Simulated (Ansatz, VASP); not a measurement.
Two plane-wave programs on Nb

Contents of INCAR:

```
SYSTEM = Nb
ALGO     = Normal         ! electronic algorithm
EDIFF    = 1E-6           ! SCF threshold, eV
ENCUT    = 520            ! plane-wave cutoff, eV
GGA      = PE             ! functional
ISIF     = 2              ! what is computed and relaxed
ISMEAR   = 0              ! smearing method
LASPH    = .TRUE.         ! aspherical terms in the spheres
LCHARG   = .TRUE.         ! write CHGCAR
LELF     = .TRUE.         ! ELF
LREAL    = .FALSE.        ! projectors in reciprocal space
LVHAR    = .TRUE.       
LWAVE    = .FALSE.        ! write WAVECAR
NBANDS   = 12             ! bands
NELM     = 60             ! most SCF steps
PREC     = Accurate       ! precision mode
SIGMA    = 0.15           ! smearing width, eV
```

File KPOINTS:

```
k-points
0
G
  20 20 20
  0 0 0
```

The input POSCAR:

```
Nb
1.0
    0.0000000000      2.0092500000      2.0621250000
    2.0092500000      0.0000000000      2.0621250000
    2.0092500000      2.0092500000      0.0000000000
Nb
1
Direct
    0.0000000000      0.0000000000      0.0000000000
```

Input for Ansatz:

```yaml
crystal:
  lattice:
    - [0.0, 2.00925, 2.062125]
    - [2.00925, 0.0, 2.062125]
    - [2.00925, 2.00925, 0.0]
  atoms:
    - { symbol: Nb, position: [0.0, 0.0, 0.0] }
basis:
  ecutwfc: 420
kpoints:
  mp_grid: { grid: [20, 20, 20] }
hamiltonian:
  xc: pbe
scf:
  occupations: { method: gaussian, width: 0.15 }
output:
  forces: true
  stress: true
  eigenvalues: true
```

Change from the starting cell: strain -0.050 along x and y, -0.025 along z, atoms carried along.

Alike in both runs: task single point; functional PBE; k mesh 20 × 20 × 20; occupations gaussian, width 0.15 eV; no spin polarisation.

```csv
,VASP,Ansatz
version,VASP 6.6.1,Ansatz 0.2.0
potentials or method,"VASP PAW PBE potentials, release 64 (Nb_sv), cutoff 520 eV","scalar-relativistic, plane waves, PAW"
valence electrons in the cell,13,13
```

Ansatz gave:

- gap on the k mesh at the Fermi level (eV): none
- pressure (GPa): 24.1
- traceless stress, the component that is largest in VASP (GPa): 6.11

Question: What did VASP give for the same quantities?

Answer: gap on the k mesh at the Fermi level (eV): none; pressure (GPa): 23.8; traceless stress, the component that is largest in VASP (GPa): 6.10.

A gap of «none» marks a metal or a gap that the smearing closes. With one functional, cell and mesh, what is left measures potentials, basis and numerics.
